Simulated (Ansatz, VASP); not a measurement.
# AlN in VASP and in Ansatz

```
Al N
1.0
     3.30734    0.00000    0.00000
    -1.65367    2.86424    0.00000
     0.00000    0.00000    4.42224
Al N
2 2
Direct
  0.33333 0.66667 0.75000
  0.66667 0.33333 0.25000
  0.33333 0.66667 0.25000
  0.66667 0.33333 0.75000
```

Alike in both runs: task single point; functional PBEsol; k mesh 9 × 9 × 6; occupations gaussian, width 0.05 eV; no spin polarisation.

|  | VASP | Ansatz |
| --- | --- | --- |
| version | VASP 6.6.1 | Ansatz 0.2.0 |
| potentials or method | VASP PAW PBE potentials, release 64 (Al, N), cutoff 520 eV | scalar-relativistic, plane waves, PAW |
| valence electrons in the cell | 16 | 16 |

|  | VASP | Ansatz | Ansatz less VASP |
| --- | --- | --- | --- |
| gap on the k mesh at the Fermi level (eV) | 2.65 | 2.64 | -0.012 |
| least direct gap on the mesh (eV) | 2.65 | 2.64 | -0.012 |
| pressure (GPa) | -10.6 | -10.6 | +0.02 |
| traceless stress, the component that is largest in VASP (GPa) | -3.66 | -3.61 | +0.053 |

VASP's potentials were made for PBE, not for PBEsol, and Ansatz warns of the same on its side. The functional is the same, so the differences come from potentials, cutoffs and numerics.
